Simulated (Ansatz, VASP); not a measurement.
## Two plane-wave programs on Sc4GeSe

```
Sc Ge Se
1.0
     6.43135    0.00000    0.00000
     0.00000    6.43135    0.00000
     0.00000    0.00000    5.03526
Sc Ge Se
4 1 1
Direct
  0.34640 0.80983 0.50000
  0.65360 0.19017 0.50000
  0.19017 0.34640 0.50000
  0.80983 0.65360 0.50000
  0.00000 0.00000 0.00000
  0.00000 0.00000 0.50000
```

Alike in both runs: task single point; functional PBE; k mesh 6 × 6 × 8; occupations gaussian, width 0.1 eV; no spin polarisation.

|  | VASP | Ansatz |
| --- | --- | --- |
| version | VASP 6.6.1 | Ansatz 0.2.0 |
| potentials or method | VASP PAW PBE potentials, release 64 (Sc_sv, Ge_d, Se), cutoff 520 eV | scalar-relativistic, plane waves, PAW |
| valence electrons in the cell | 64 | 74 |

VASP gave:

| Property | Result |
| --- | --- |
| gap on the k mesh at the Fermi level (eV) | none |
| pressure (GPa) | 0.0 |
| traceless stress, the component that is largest in VASP (GPa) | -0.06 |
| rms of the force components (eV/Å) | 0.013 |

Q: Estimate Ansatz's values.

A: gap on the k mesh at the Fermi level (eV): none; pressure (GPa): 0.0; traceless stress, the component that is largest in VASP (GPa): 0.01; rms of the force components (eV/Å): 0.002.

Atom by atom the forces differ by 0.015 eV/Å (rms over components). A gap of «none» marks a metal or a gap that the smearing closes. The functional is the same, so the differences come from potentials, cutoffs and numerics. VASP's potentials hold 64 valence electrons a cell and Ansatz's 74, so a difference there can come from the potentials and not from the codes.
